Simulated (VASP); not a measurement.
A run of VASP 6.6.1 is set up as follows.

File INCAR:

```
SYSTEM = CdTe
PREC = Accurate
ENCUT = 520
EDIFF = 1E-7
ISMEAR = -1
SIGMA = 0.05
LREAL = .FALSE.
LASPH = .TRUE.
NELM = 60
ALGO = Normal
ISIF = 2
LWAVE = .FALSE.
LCHARG = .FALSE.
GGA = CA
NBANDS = 16
```

Contents of KPOINTS:

```
regular mesh
0
G
  12 12 12
  0 0 0
```

The input POSCAR:

```
CdTe
1.0
    0.0000000000      2.7608638794      2.7608638794
    2.7608638794      0.0000000000      2.7608638794
    2.7608638794      2.7608638794      0.0000000000
Cd Te
1 1
Direct
    0.0000000000      0.0000000000      0.0000000000
    0.2500000000      0.2500000000      0.2500000000
```

Potentials or basis: VASP PAW LDA potentials, release 64 (Cd, Te).

Run with:

```sh
$ cat potpaw_LDA.64/Cd/POTCAR potpaw_LDA.64/Te/POTCAR > POTCAR
$ mpirun -np 1 vasp_std > vasp.out
```

(1) Predict the pressure.

(2) Estimate the band gap on the k mesh.

Results:

(1) 61.5 GPa.

(2) 0.99 eV (least direct gap 1.98 eV).

Caveat: the cell stands under pressure; spin-orbit coupling is left out, which moves the levels of the heavy elements.
